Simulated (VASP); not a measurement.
CdS:

```xyz
2
Lattice="0.0000 2.7348 2.7348 2.7348 0.0000 2.7348 2.7348 2.7348 0.0000" Properties=species:S:1:pos:R:3 pbc="T T T"
Cd    0.0000    0.0000    0.0000
S     2.7348    2.7348    2.7348
```

Base run:

* Program: VASP 6.6.1
* Functional: r2SCAN
* Potentials or basis: VASP PAW PBE potentials, release 64 (Cd, S)
* Cutoff: 520 eV
* k mesh: 8 × 8 × 8
* Occupations: fermi-dirac, width 0.05 eV
* Spin: no spin polarisation

Its results: pressure -0.3 GPa.

Problem. The run is repeated on the same cell with these changes: functional from r2SCAN to PBEsol. What comes out?

Solution. Pressure -2.6 GPa.

Caveats: the PAW data sets were made with another functional, which shifts forces and pressure a little.
